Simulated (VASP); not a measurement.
# HfO2 (P1) in VASP: notebook

The runs below take HfO2 through single point, with PBE.

Program: VASP 6.6.1. These are calculated values, not measurements. Logs are shortened: lines on timing, memory, paths and dates and some standing lists are left out, and cuts for length are marked.

## (1) The cell of the first run

The typed cell holds 3 atoms: a = 3.416 Å, b = 3.416 Å, c = 3.416 Å, α = 60.00°, β = 60.00°, γ = 60.00°.

## (2) Single point, PBE

The input, INCAR:

```
SYSTEM = HfO2
ALGO = Normal ; EDIFF = 1E-6
ENCUT = 600 ; GGA = PE
GGA_COMPAT = .FALSE. ; ISIF = 2
ISMEAR = 0 ; LASPH = .TRUE.
LCHARG = .FALSE. ; LREAL = .FALSE.
LWAVE = .FALSE. ; NBANDS = 18
NELM = 120 ; PREC = Accurate
SIGMA = 0.01
```

The input, KPOINTS:

```
Automatic mesh
0
Gamma
  1 1 1
  0.5 0.5 0.5
```

The input, POSCAR:

```
HfO2
1.0
    0.0000000000      2.4152430200      2.4152430200
    2.4152430200      0.0000000000      2.4152430200
    2.4152430200      2.4152430200      0.0000000000
Hf O
1 2
Direct
    0.0000000000      0.0000000000      0.0000000000
    0.2650000000      0.2500000000      0.2400000000
    0.7433435000      0.7444094500      0.7093507400
```

Potentials or basis: VASP PAW PBE potentials, release 64 (Hf_pv, O).

Started as:

```
> cat potpaw_PBE.64/Hf_pv/POTCAR potpaw_PBE.64/O/POTCAR > POTCAR
> mpirun -np 1 vasp_std > vasp.out
```

OUTCAR:

```text
SYSTEM = HfO2
   EDIFF = 1E-6
   ENCUT = 600
   GGA = PE
   ISIF = 2
   ISMEAR = 0
   LASPH = .TRUE.
   LREAL = .FALSE.
   NELM = 120
   PREC = Accurate

 ion  position               nearest neighbor table
   1  0.000  0.000  0.000-   3 1.98   2 2.05   3 2.08   3 2.08   2 2.09   2 2.11   2 2.12   3 2.24

   2  0.265  0.250  0.240-   1 2.05   1 2.09   1 2.11   1 2.12
   3  0.743  0.744  0.709-   1 1.98   1 2.08   1 2.08   1 2.24

  LATTYP: Found a face centered cubic cell.
 ALAT       =     4.8304860400

  Lattice vectors:

 A1 = (   0.0000000000,   2.4152430200,   2.4152430200)
 A2 = (   2.4152430200,   0.0000000000,   2.4152430200)
 A3 = (   2.4152430200,   2.4152430200,   0.0000000000)

Analysis of symmetry for initial positions (statically):
=====================================================================
 Subroutine PRICEL returns:
 Original cell was already a primitive cell.

 Routine SETGRP: Setting up the symmetry group for a
 face centered cubic supercell.

 Subroutine GETGRP returns: Found  1 space group operations
 (whereof  1 operations were pure point group operations)
 out of a pool of 48 trial point group operations.

The static configuration has the point symmetry C_1 .

Analysis of symmetry for dynamics (positions and initial velocities):
=====================================================================
 Subroutine PRICEL returns:
 Original cell was already a primitive cell.

 Routine SETGRP: Setting up the symmetry group for a
 face centered cubic supercell.

 Subroutine GETGRP returns: Found  1 space group operations
 (whereof  1 operations were pure point group operations)
 out of a pool of 48 trial point group operations.

The dynamic configuration has the point symmetry C_1 .

 Subroutine INISYM returns: Found  1 space group operations
 (whereof  1 operations are pure point group operations),
 and found     1 'primitive' translations

----------------------------------------------------------------------------------------

                                     Primitive cell

  volume of cell :      28.1782

  direct lattice vectors                    reciprocal lattice vectors
     0.000000000  2.415243020  2.415243020    -0.207018505  0.207018505  0.207018505
     2.415243020  0.000000000  2.415243020     0.207018505 -0.207018505  0.207018505
     2.415243020  2.415243020  0.000000000     0.207018505  0.207018505 -0.207018505

  length of vectors
     3.415669435  3.415669435  3.415669435     0.358566569  0.358566569  0.358566569

  position of ions in fractional coordinates (direct lattice)
     0.000000000  0.000000000  0.000000000
     0.265000000  0.250000000  0.240000000
     0.743343500  0.744409450  0.709350740

  ion indices of the primitive-cell ions
   primitive index   ion index
                 1           1
                 2           2
                 3           3

----------------------------------------------------------------------------------------

 KPOINTS: Automatic mesh

Automatic generation of k-mesh.
 Grid dimensions read from file:
 generate k-points for:    1    1    1

 Generating k-lattice:

  Cartesian coordinates                     Fractional coordinates (reciprocal lattice)
    -0.207018505  0.207018505  0.207018505     1.000000000  0.000000000  0.000000000
     0.207018505 -0.207018505  0.207018505     0.000000000  1.000000000  0.000000000
     0.207018505  0.207018505 -0.207018505     0.000000000  0.000000000  1.000000000

  Length of vectors
     0.358566569  0.358566569  0.358566569

  Shift w.r.t. Gamma in fractional coordinates (k-lattice)
     0.500000000  0.500000000  0.500000000

 Subroutine IBZKPT returns following result:
 ===========================================

 Found      4 irreducible k-points:

 Following reciprocal coordinates:
            Coordinates               Weight
  0.500000  0.500000  0.500000      1.000000
  0.500000  0.000000  0.000000      1.000000
  0.000000  0.000000  0.500000      1.000000
  0.000000  0.500000  0.000000      1.000000
   k-points           NKPTS =      4   k-points in BZ     NKDIM =      4   number of bands    NBANDS=     18
   number of dos      NEDOS =    301   number of ions     NIONS =      3
   total plane-waves  NPLWV =  21952
   dimension x,y,z NGX =    28 NGY =   28 NGZ =   28
   dimension x,y,z NGXF=    56 NGYF=   56 NGZF=   56
   ions per type =               1   2
   NGX,Y,Z   is equivalent  to a cutoff of  13.63, 13.63, 13.63 a.u.
   NGXF,Y,Z  is equivalent  to a cutoff of  27.26, 27.26, 27.26 a.u.
 SYSTEM =  HfO2
   PREC   = accura    normal or accurate (medium, high low for compatibility)
   ISTART =      0    job   : 0-new  1-cont  2-samecut
   ICHARG =      2    charge: 1-file 2-atom 10-const
   ISPIN  =      1    spin polarized calculation?
   LNONCOLLINEAR =      F non collinear calculations
   LSORBIT =      F    spin-orbit coupling
   LASPH  =      T    aspherical Exc in radial PAW
   ENCUT  =  600.0 eV  44.10 Ry    6.64 a.u.   6.82  6.82  6.82*2*pi/ulx,y,z
   NELM   =    120;   NELMIN=  2; NELMDL= -5     # of ELM steps
   EDIFF  = 0.1E-05   stopping-criterion for ELM
   LREAL  =      F    real-space projection
   EDIFFG = 0.1E-04   stopping-criterion for IOM
   NSW    =      0    number of steps for IOM
   IBRION =     -1    ionic relax: 0-MD 1-quasi-New 2-CG
   NFREE  =      0    steps in history (QN), initial steepest desc. (CG)
   ISIF   =      2    stress and relaxation
   ISYM   =      2    0-nonsym 1-usesym 2-fastsym
   POTIM  = 0.5000    time-step for ionic-motion
   TEBEG  =    0.0;   TEEND  =   0.0 temperature during run
   PSTRESS=    0.0 pullay stress
   NELECT =      22.0000    total number of electrons
   NUPDOWN=      -1.0000    fix difference up-down
   EMIN   =  10.00;   EMAX   =-10.00  energy-range for DOS
   EFERMI =   0.00;   METHOD = LEGACY
   ISMEAR =     0;   SIGMA  =   0.01  broadening in eV -4-tet -1-fermi 0-gaus
   EFERMI_NEDOS =   21; number of points for ismear=-14 and -15
   IALGO  =     38    algorithm
   IMIX   =      4    mixing-type and parameters
     AMIX     =   0.40;   BMIX     =  1.00
     AMIX_MAG =   1.60;   BMIX_MAG =  1.00
  volume/ion in A,a.u.               =       9.39        63.39
  Fermi-wavevector in a.u.,A,eV,Ry     =   1.507457  2.848680 30.918235  2.272426
  Thomas-Fermi vector in A             =   2.618040
   LORBIT       =      0    0 simple, 1 ext, 2 COOP (PROOUT), +10 PAW based schemes
   GGA     = PE    functional components
   LHFCALC =     F    Hartree Fock is set to
   AEXX    =    0.0000 exact exchange contribution
   IVDW    =     0    specifies the selected vdW correction
   LEPSILON=     F    determine dielectric tensor
   LRPA    =     F    only Hartree local field effects (RPA)
 non-spin polarized calculation
 Gauss-broadening in eV      SIGMA  =   0.01
  energy-cutoff  :      600.00
  volume of cell :       28.18
 maximum number of plane-waves:       960
 NGX is ok and might be reduce to    28
   NGX = 13   NGY = 13   NGZ = 13

 number of electron      22.0000002 magnetization

 Free energy of the ion-electron system (eV)
  ---------------------------------------------------
  ext. energy  EPLUGINS =         0.00000000
  ---------------------------------------------------
  free energy    TOTEN  =       -30.18614973 eV

  energy without entropy =      -30.18614973  energy(sigma->0) =      -30.18614973

 E-fermi :   4.1663     XC(G=0): -12.6884

 val. band max:        4.0173414523   @ k =   0.5000   0.5000   0.5000
 cond. band min:      10.3201050944   @ k =   0.0000   0.5000   0.0000
 fundamental gap:      6.3027636421
 Fermi energy:         4.1662854179

 k-point     1 :       0.5000    0.5000    0.5000
  band No.  band energies     occupation
      1     -24.4064      2.00000
      2     -23.8108      2.00000
      3     -23.7761      2.00000
      4     -13.0867      2.00000
      5     -10.7536      2.00000
      6      -0.1605      2.00000
[... 10 lines left out ...]
     17      17.3966      0.00000
     18      19.5673      0.00000

 k-point     2 :       0.5000    0.0000    0.0000
  band No.  band energies     occupation
      1     -24.5621      2.00000
      2     -23.8169      2.00000
      3     -23.7574      2.00000
      4     -12.5852      2.00000
      5     -10.9765      2.00000
      6       0.3114      2.00000
[... 10 lines left out ...]
     17      16.4067      0.00000
     18      19.5700      0.00000

 k-point     3 :       0.0000    0.0000    0.5000
  band No.  band energies     occupation
      1     -24.5988      2.00000
      2     -23.7972      2.00000
      3     -23.7557      2.00000
      4     -12.5424      2.00000
      5     -10.9731      2.00000
      6       0.3814      2.00000
[... 10 lines left out ...]
     17      16.2354      0.00000
     18      19.5694      0.00000

 k-point     4 :       0.0000    0.5000    0.0000
  band No.  band energies     occupation
      1     -24.5229      2.00000
      2     -23.8239      2.00000
      3     -23.7605      2.00000
      4     -12.6922      2.00000
      5     -10.9361      2.00000
      6       0.1642      2.00000
[... 10 lines left out ...]
     17      16.7012      0.00000
     18      19.5702      0.00000

------------------------ aborting loop because EDIFF is reached ----------------------------------------

  FORCE on cell =-STRESS in cart. coord.  units (eV):
  Direction    XX          YY          ZZ          XY          YZ          ZX
  --------------------------------------------------------------------------------------
  -------------------------------------------------------------------------------------
  Total        9.8199573      9.9000434      9.9965989     -1.0705219     -1.8332985     -2.6538096
  in kB      558.3514870    562.9050947    568.3951303    -60.8686480   -104.2392438   -150.8925633
  external PRESSURE =     563.2172373 kB  Pullay stress =       0.0000000 kB

 VOLUME and BASIS-vectors are now :
 -----------------------------------------------------------------------------
  energy-cutoff  :      600.00
  volume of cell :       28.18
      direct lattice vectors                 reciprocal lattice vectors
     0.000000000  2.415243020  2.415243020    -0.207018505  0.207018505  0.207018505
     2.415243020  0.000000000  2.415243020     0.207018505 -0.207018505  0.207018505
     2.415243020  2.415243020  0.000000000     0.207018505  0.207018505 -0.207018505

 POSITION                                       TOTAL-FORCE (eV/Angst)
 -----------------------------------------------------------------------------------
      0.00000      0.00000      0.00000        -0.527258     -0.318612      0.649179
      1.18347      1.21970      1.24385        -1.303878     -2.214955     -1.211192
      3.51118      3.50861      3.59328         1.831136      2.533567      0.562012
 -----------------------------------------------------------------------------------
    total drift:                               -0.000043      0.000063     -0.000054

  FREE ENERGIE OF THE ION-ELECTRON SYSTEM (eV)
  ---------------------------------------------------
  free  energy   TOTEN  =       -30.1861497258 eV

  energy  without entropy=      -30.1861497258  energy(sigma->0) =      -30.18614973
```

It took 3.9 s on 1 thread of AMD EPYC 9R14 (Zen 4), shared host; peak memory 0.11 GiB.

Results:

```yaml
Free_energy: -30.1861 eV
Pressure: 56.3 GPa
Largest_force: 3.176 eV/Å
Band_gap_on_the_k_mesh: 6.30 eV, indirect (least direct gap 6.48 eV)
```

Forces on the atoms (eV/Å):
```
Hf  -0.527 -0.319  0.649
O   -1.304 -2.215 -1.211
O    1.831  2.534  0.562
```

Stress tensor (GPa, compression positive):
```
 55.84  -6.09 -15.09
 -6.09  56.29 -10.42
-15.09 -10.42  56.84
```

Caveat: the k points lie up to 2.25 Å⁻¹ apart; spin-orbit coupling is left out, which moves the levels of the heavy elements; forces of over 1 eV/Å act on the atoms, so gaps and moduli don't describe the material at rest. A k mesh can miss the band edges.

## (3) Single point, PBE

This run uses another cell than the first one, of 9.99 Å³/atom, 1.064 times its volume.

The input, INCAR:

```
ALGO = Normal
EDIFF = 1E-6
ENCUT = 600
GGA = PE
GGA_COMPAT = False
ISIF = 2
ISMEAR = 0
LASPH = True
LCHARG = False
LREAL = False
LWAVE = False
NBANDS = 18
NELM = 120
PREC = Accurate
SIGMA = 0.01
```

The input, KPOINTS:

```
k-points
0
Gamma
  2 2 2
```

The input, POSCAR:

```
HfO2
1.0
    0.0000000000      2.4655750000      2.4655750000
    2.4655750000      0.0000000000      2.4655750000
    2.4655750000      2.4655750000      0.0000000000
Hf O
1 2
Direct
    0.0000000000      0.0000000000      0.0000000000
    0.2650000000      0.2500000000      0.2400000000
    0.7433435000      0.7444094500      0.7093507400
```

Potentials or basis: VASP PAW PBE potentials, release 64 (Hf_pv, O).

Started as:

```
> cat potpaw_PBE.64/Hf_pv/POTCAR potpaw_PBE.64/O/POTCAR > POTCAR
> mpirun -np 1 vasp_std > vasp.out
```

It took 5.8 s on 1 thread of AMD EPYC 9R14 (Zen 4), shared host; peak memory 0.13 GiB.

The run converged. Its results:

```
Free energy            : -29.2855 eV
Pressure               : 33.7 GPa
Largest force          : 1.908 eV/Å
Band gap on the k mesh : 3.83 eV, indirect (least direct gap 3.84 eV)
```

Forces in eV/Å, atoms in the order of the input:
```
Hf  -0.126 -0.020  0.477
O   -0.903 -1.522 -0.714
O    1.029  1.542  0.237
```

Stress tensor (GPa, compression positive):
```
33.36 -3.33 -9.66
-3.33 34.41 -6.55
-9.66 -6.55 33.23
```

Levels at points of the mesh, in eV from the valence-band top:
```tsv
k point	band 7	band 8	band 9	band 10	band 11	band 12	band 13	band 14	band 15	band 16
(0.00, 0.00, 0.00)	-6.13	-5.72	-0.97	-0.69	-0.59	3.83	3.94	6.17	10.66	11.53
(0.50, 0.00, 0.00)	-4.52	-3.37	-2.92	-2.41	-1.83	4.43	4.89	7.42	8.93	9.57
(0.00, 0.50, 0.00)	-4.64	-3.24	-3.01	-2.34	-1.71	4.40	4.90	7.48	9.03	9.70
(0.00, 0.00, 0.50)	-4.46	-3.47	-2.87	-2.43	-1.90	4.43	4.90	7.25	9.05	9.51
(0.50, 0.50, 0.50)	-5.30	-3.35	-2.84	-1.69	-1.56	4.59	4.72	7.34	9.85	10.76
(0.50, 0.50, 0.00)	-3.79	-3.74	-1.86	-1.80	-0.02	3.92	5.64	7.11	8.40	8.86
(0.00, 0.50, 0.50)	-3.80	-3.72	-1.98	-1.63	-0.05	3.90	5.64	7.20	8.25	9.10
(0.50, 0.00, 0.50)	-3.83	-3.68	-2.10	-1.52	0.00	3.84	5.64	7.14	8.05	9.30
```

Caveat: the k points lie up to 1.10 Å⁻¹ apart; spin-orbit coupling is left out, which moves the levels of the heavy elements; forces of over 1 eV/Å act on the atoms, so gaps and moduli don't describe the material at rest.

## (4) Single point, PBE

This run uses another cell than the first one, of 9.99 Å³/atom, 1.064 times its volume.

The input, INCAR:

```
SYSTEM = HfO2
PREC = Accurate ; ENCUT = 600
EDIFF = 1E-6 ; ISMEAR = 0
SIGMA = 0.01 ; LREAL = .FALSE.
LASPH = .TRUE. ; NELM = 120
ALGO = Normal ; ISIF = 2
LWAVE = .FALSE. ; LCHARG = .FALSE.
GGA = PE ; NBANDS = 18
GGA_COMPAT = .FALSE.
```

The input, KPOINTS:

```
regular mesh
0
G
  2 2 2
  0 0 0
```

POSCAR is that of step 3.

Started as:

```
> cat potpaw_PBE.64/Hf_pv/POTCAR potpaw_PBE.64/O/POTCAR > POTCAR
> mpirun -np 1 vasp_std > vasp.out
```

Run time: 12 s. Hardware: 1 thread of Intel Xeon Platinum 8259CL at 2.50GHz (Skylake/Cascade Lake), shared host; peak memory 0.15 GiB.

The run converged. Its results:

| Property | Result |
| --- | --- |
| Free energy | -29.2855 eV |
| Pressure | 33.7 GPa |
| Largest force | 1.908 eV/Å |
| Band gap on the k mesh | 3.83 eV, indirect (least direct gap 3.84 eV) |

Forces in eV/Å, atoms in the order of the input:
```
Hf  -0.126 -0.020  0.477
O   -0.903 -1.522 -0.714
O    1.029  1.542  0.237
```

Stress tensor (GPa, compression positive):
```
33.36 -3.33 -9.66
-3.33 34.41 -6.55
-9.66 -6.55 33.23
```

Levels at points of the mesh, in eV from the valence-band top:
```csv
k point,band 8,band 9,band 10,band 11,band 12,band 13,band 14,band 15
"(0.00, 0.00, 0.00)",-5.72,-0.97,-0.69,-0.59,3.83,3.94,6.17,10.66
"(0.50, 0.00, 0.00)",-3.37,-2.92,-2.41,-1.83,4.43,4.89,7.42,8.93
"(0.00, 0.50, 0.00)",-3.24,-3.01,-2.34,-1.71,4.40,4.90,7.48,9.03
"(0.00, 0.00, 0.50)",-3.47,-2.87,-2.43,-1.90,4.43,4.90,7.25,9.05
"(0.50, 0.50, 0.50)",-3.35,-2.84,-1.69,-1.56,4.59,4.72,7.34,9.85
"(0.50, 0.50, 0.00)",-3.74,-1.86,-1.80,-0.02,3.92,5.64,7.11,8.40
"(0.00, 0.50, 0.50)",-3.72,-1.98,-1.63,-0.05,3.90,5.64,7.20,8.25
"(0.50, 0.00, 0.50)",-3.68,-2.10,-1.52,0.00,3.84,5.64,7.14,8.05
```

Caveat: the k points lie up to 1.10 Å⁻¹ apart; spin-orbit coupling is left out, which moves the levels of the heavy elements; forces of over 1 eV/Å act on the atoms, so gaps and moduli don't describe the material at rest. A k mesh can miss the band edges.
